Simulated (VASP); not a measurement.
# SnO: single point with PBE

SnO:

```
Sn O
1.0
     0.00609    2.70821    2.70821
     2.70821    0.00609    2.70821
     2.71431    2.71431    0.00000
Sn O
1 1
Direct
  0.00107 0.00107 0.99893
  0.24893 0.24893 0.25107
```

This cell differs from its parent crystal: shear xy strain +0.5%.

- Program: VASP 6.6.1
- Task: single point
- Functional: PBE
- Potentials or basis: VASP PAW PBE potentials, release 64 (Sn_d, O)
- Cutoff: 520 eV
- k mesh: 8 × 8 × 8
- Occupations: fermi-dirac, width 0.02 eV
- Spin: no spin polarisation
- Dipole correction: no
- Further INCAR settings: ALGO = Normal; EDIFF = 1e-06; NBANDS = 17

```json
{"Pressure": "2.4 GPa", "Band gap on the k mesh": "zero (bands 10 and 11 overlap by 0.19 eV)"}
```

Forces on the atoms (eV/Å):
```
Sn   0.000  0.000  0.002
O    0.000  0.000 -0.002
```

Stress tensor (GPa, compression positive):
```
2.45 0.35 0.00
0.35 2.45 0.00
0.00 0.00 2.45
```

Levels at points of the mesh, in eV from the Fermi level:
| k point | band 8 | band 9 | band 10 | band 11 | band 12 | band 13 |
| --- | --- | --- | --- | --- | --- | --- |
| (0.00, 0.00, 0.00) | -3.71 | -3.70 | -3.68 | 4.42 | 4.44 | 4.46 |
| (0.50, 0.00, 0.00) | -4.14 | -4.12 | -2.45 | 1.63 | 4.54 | 4.58 |
| (0.50, 0.50, 0.00) | -4.90 | -4.86 | -0.68 | -0.17 | 5.19 | 5.20 |
| (0.00, 0.00, 0.50) | -4.13 | -4.11 | -2.41 | 1.62 | 4.57 | 4.61 |
| (0.50, 0.00, 0.50) | -4.88 | -4.88 | -0.68 | -0.18 | 5.19 | 5.20 |

Run time: 98 s on 1 thread of Intel Xeon 8259CL, with other jobs on the host, peak memory 0.2 GiB.

Caveat: the cell differs from its parent crystal (shear xy strain +0.5%); semilocal functionals underestimate gaps, so a narrow gap can read as zero; spin-orbit coupling is left out, which moves the levels of the heavy elements.
